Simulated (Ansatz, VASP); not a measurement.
**Two plane-wave programs on AlP**

File INCAR:

```
PREC = Accurate
ENCUT = 500
EDIFF = 1E-6
ISMEAR = -1
SIGMA = 0.05
LREAL = F
LASPH = T
NELM = 120
ALGO = Normal
ISIF = 2
LWAVE = F
LCHARG = F
NBANDS = 11
GGA_COMPAT = F
```

The input KPOINTS:

```
regular mesh
0
Gamma
  12 12 12
```

File POSCAR:

```
AlP
1.0
    0.0000000000      2.6033366665      2.6033366665
    2.6033366665      0.0000000000      2.6033366665
    2.6033366665      2.6033366665      0.0000000000
Al P
1 1
Direct
    0.0000000000      0.0000000000      0.0000000000
    0.2500000000      0.2500000000      0.2500000000
```

Input for Ansatz:

```yaml
crystal:
  lattice:
    - [0.0, 2.6033366665, 2.6033366665]
    - [2.6033366665, 0.0, 2.6033366665]
    - [2.6033366665, 2.6033366665, 0.0]
  atoms:
    - { symbol: Al, position: [0.0, 0.0, 0.0] }
    - { symbol: P, position: [0.25, 0.25, 0.25] }
kpoints:
  mp_grid: { grid: [12, 12, 12] }
scf:
  occupations: { method: fermi_dirac, width: 0.05 }
hamiltonian:
  xc: lda
  pseudopotentials: { kind: paw }
output:
  forces: true
  stress: true
  eigenvalues: true
  populations: true
  write_density: true
  write_potential: true
  elf: true
  volumetric_format: npy
```

Change from the starting cell: volume scaled by 0.88, PAW files.

Alike in both runs: task single point; functional LDA; k mesh 12 × 12 × 12; occupations fermi-dirac, width 0.05 eV; no spin polarisation.

|  | VASP | Ansatz |
| --- | --- | --- |
| version | VASP 6.6.1 | Ansatz 0.2.0 |
| potentials or method | VASP PAW LDA potentials, release 64 (Al, P) | PAW with Ansatz's default frozen-core files, scalar-relativistic |
| plane-wave cutoff (eV) | 500 | 420 |
| valence electrons in the cell | 8 | 8 |

|  | VASP | Ansatz | Ansatz less VASP |
| --- | --- | --- | --- |
| pressure (GPa) | 15.1 | 15.0 | -0.12 |

LDA's correlation is that of Perdew and Zunger in VASP and of Perdew and Wang (1992) in Ansatz.
